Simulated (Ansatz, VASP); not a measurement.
## Two plane-wave programs on WS2

INCAR

```
ALGO = Normal
EDIFF = 1E-6
ENCUT = 520
ISIF = 2
ISMEAR = 0
LASPH = T
LCHARG = T
LELF = T
LREAL = F
LVHAR = T
LWAVE = F
NBANDS = 35
NELM = 60
PREC = Accurate
SIGMA = 0.05
```

The input KPOINTS:

```
k-points
0
Gamma
  12 12 2
```

The input POSCAR:

```
WS2
1.0
    3.2045772011     -0.1719529230     -0.1719529230
   -1.7512042001      2.8612217261     -0.0629391381
   -1.2838415798     -1.2838415798     23.9261385331
W S
2 4
Direct
    0.3333333333      0.6666666667      0.6302757360
    0.6666666667      0.3333333333      0.3697242640
    0.3333333333      0.6666666667      0.3028928957
    0.6666666667      0.3333333333      0.5633280735
    0.3333333333      0.6666666667      0.4366719265
    0.6666666667      0.3333333333      0.6971071043
```

Input for Ansatz:

```yaml
crystal:
  lattice:
    - [3.2045772011, -0.171952923, -0.171952923]
    - [-1.7512042001, 2.8612217261, -0.0629391381]
    - [-1.2838415798, -1.2838415798, 23.9261385331]
  atoms:
    - { symbol: W, position: [0.3333333333, 0.6666666667, 0.630275736] }
    - { symbol: W, position: [0.6666666667, 0.3333333333, 0.369724264] }
    - { symbol: S, position: [0.3333333333, 0.6666666667, 0.3028928957] }
    - { symbol: S, position: [0.6666666667, 0.3333333333, 0.5633280735] }
    - { symbol: S, position: [0.3333333333, 0.6666666667, 0.4366719265] }
    - { symbol: S, position: [0.6666666667, 0.3333333333, 0.6971071043] }
basis:
  ecutwfc: 420
kpoints:
  mp_grid: { grid: [12, 12, 2] }
hamiltonian:
  xc: lda
  pseudopotentials: { kind: paw, azcp: { folder: soft_1 } }
scf:
  occupations: { method: gaussian, width: 0.05 }
output:
  forces: true
  stress: true
  eigenvalues: true
```

Change from the starting cell: equal engineering shear yz, xz and xy -0.1100, equal normal strain along x, y and z +0.0250.

Alike in both runs: task single point; functional LDA; k mesh 12 × 12 × 2; occupations gaussian, width 0.05 eV; no spin polarisation.

|  | VASP | Ansatz |
| --- | --- | --- |
| version | VASP 6.6.1 | Ansatz 0.2.0 |
| potentials or method | VASP PAW LDA potentials, release 64 (W_sv, S), cutoff 520 eV | scalar-relativistic, plane waves, PAW |
| valence electrons in the cell | 52 | 52 |

VASP gave:

```
gap on the k mesh at the Fermi level (eV) : 1.00
least direct gap on the mesh (eV)         : 1.31
rms of the force components (eV/Å)        : 1.339
```

Estimate Ansatz's values.

gap on the k mesh at the Fermi level (eV): 0.99; least direct gap on the mesh (eV): 1.31; rms of the force components (eV/Å): 1.337.

Ansatz warns that its potentials were made for another functional, while VASP's fit it. LDA's correlation is that of Perdew and Zunger in VASP and of Perdew and Wang (1992) in Ansatz. Atom by atom the forces differ by 0.018 eV/Å (rms over components).

Neither program's run includes spin-orbit coupling.
